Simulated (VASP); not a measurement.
Crystal: GePt.

```
CELL_PARAMETERS angstrom
0.00000 2.58233 2.58233
2.58233 0.00000 2.58233
2.58233 2.58233 0.00000
ATOMIC_POSITIONS crystal
Ge 0.00000 0.00000 0.00000
Pt 0.50000 0.50000 0.50000
```

* Program: VASP 6.6.1
* Task: relaxation of cell and atoms
* Functional: PBE
* Potentials or basis: VASP PAW PBE potentials, release 64 (Ge_d, Pt)
* Cutoff: 600 eV
* k mesh: 18 × 18 × 18
* Occupations: gaussian, width 0.1 eV
* Spin: no spin polarisation

At the start: pressure 4.0 GPa; volume 17.22 Å³/atom.

Task: Where does the relaxation end?

Result: Over 3 steps the energy falls by 6.1 meV/atom and the volume is 17.72 Å³/atom (+2.9 %); space group Fm-3m (No. 225, to 0.05 Å).

Step by step:
| step | energy change (eV) | largest force (eV/Å) | pressure (GPa) | volume (Å³) |
| --- | --- | --- | --- | --- |
| 1 | 0.0000 | 0.0000 | 3.99 | 34.44 |
| 2 | 0.0035 | 0.0000 | -4.14 | 36.62 |
| 3 | -0.0121 | 0.0000 | -0.07 | 35.44 |

Final structure:
```cif
data_structure
_symmetry_space_group_name_H-M 'P 1'
_symmetry_Int_Tables_number 1
_cell_length_a 3.6871
_cell_length_b 3.6871
_cell_length_c 3.6871
_cell_angle_alpha 60.000
_cell_angle_beta 60.000
_cell_angle_gamma 60.000
_cell_volume 35.44
loop_
_atom_site_label
_atom_site_type_symbol
_atom_site_fract_x
_atom_site_fract_y
_atom_site_fract_z
_atom_site_occupancy
Ge1 Ge 0.00000 0.00000 0.00000 1
Pt1 Pt 0.50000 0.50000 0.50000 1
```
